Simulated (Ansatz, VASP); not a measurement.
One calculation of CdS, two programs

Contents of INCAR:

```
SYSTEM = CdS
PREC = Accurate
ENCUT = 500
EDIFF = 1E-6
ISMEAR = 0
SIGMA = 0.02
LREAL = .FALSE.
LASPH = .TRUE.
NELM = 120
ALGO = Normal
ISIF = 2
LWAVE = .FALSE.
LCHARG = .FALSE.
NBANDS = 16
GGA_COMPAT = .FALSE.
```

Contents of KPOINTS:

```
Automatic mesh
0
G
  8 8 8
  0 0 0
```

File POSCAR:

```
CdS
1.0
    0.0000000000      2.7925000000      2.7925000000
    2.7925000000      0.0000000000      2.7925000000
    2.7925000000      2.7925000000      0.0000000000
Cd S
1 1
Direct
    0.0000000000      0.0000000000      0.0000000000
    0.2500000000      0.2500000000      0.2500000000
```

Input for Ansatz:

```yaml
crystal:
  lattice:
    - [0.0, 2.7925, 2.7925]
    - [2.7925, 0.0, 2.7925]
    - [2.7925, 2.7925, 0.0]
  atoms:
    - { symbol: Cd, position: [0.0, 0.0, 0.0] }
    - { symbol: S, position: [0.25, 0.25, 0.25] }
scf:
  occupations: { method: gaussian, width: 0.02 }
output:
  forces: true
  stress: true
hamiltonian:
  xc: lda
kpoints:
  mp_grid: { grid: [8, 8, 8] }
```

Alike in both runs: task single point; functional LDA; k mesh 8 × 8 × 8; occupations gaussian, width 0.02 eV; no spin polarisation.

|  | VASP | Ansatz |
| --- | --- | --- |
| version | VASP 6.6.1 | Ansatz 0.2.0 |
| potentials or method | VASP PAW LDA potentials, release 64 (Cd, S) | scalar-relativistic, plane waves, PAW |
| plane-wave cutoff (eV) | 500 | 420 |
| valence electrons in the cell | 18 | 26 |

Ansatz gave:

| Quantity | Value |
| --- | --- |
| pressure (GPa) | 7.6 |

**Question.** What did VASP give for the same quantities?

**Answer.** Pressure (GPa): 8.4.

LDA's correlation is that of Perdew and Zunger in VASP and of Perdew and Wang (1992) in Ansatz. VASP's potentials hold 18 valence electrons a cell and Ansatz's 26, so a difference there can come from the potentials and not from the codes.
